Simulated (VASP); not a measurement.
Write the native input for VASP 6.6.1 that does the following.

```yaml
Task: single point
Functional: LDA
Potentials_or_basis: VASP PAW LDA potentials, release 64 (Os)
Cutoff: 520 eV
k_mesh: 17 × 17 × 17
Occupations: fermi-dirac, width 0.05 eV
Spin: no spin polarisation
Dipole_correction: no
Further_INCAR_settings: ALGO = Normal; EDIFF = 1e-06; NBANDS = 10
```

The structure of Os lies in POSCAR:

```
Os
1.0
    2.4477735073      0.0000000000      0.0000000000
    0.0000000000      2.4477735073      0.0000000000
    0.0000000000      0.0000000000      2.4477735073
Os
1
Direct
    0.0000000000      0.0000000000      0.0000000000
```

This isn't the form of Os at room conditions, which is hcp.

One way to write it, as run:

INCAR

```
  PREC = Accurate
  ENCUT = 520
  EDIFF = 1E-6
  ISMEAR = -1
  SIGMA = 0.05
  LREAL = F
  LASPH = T
  NELM = 80
  ALGO = Normal
  ISIF = 2
  LWAVE = F
  LCHARG = F
  NBANDS = 10
```

KPOINTS

```
regular mesh
0
Gamma
  17 17 17
```

Potentials or basis: VASP PAW LDA potentials, release 64 (Os).

Command:

```sh
$ cat potpaw_LDA.64/Os/POTCAR > POTCAR
$ mpirun -np 1 vasp_std > vasp.out
```

Results of the run:

The pressure is 31.6 GPa and the band gap on the k mesh is zero (bands 4 and 5 overlap by 6.95 eV).

Caveat: the cell stands under pressure; spin-orbit coupling is left out, which moves the levels of the heavy elements.

Wall time 21 s on 1 thread of Intel Xeon 8259CL, on a shared host, peak memory 0.13 GiB.
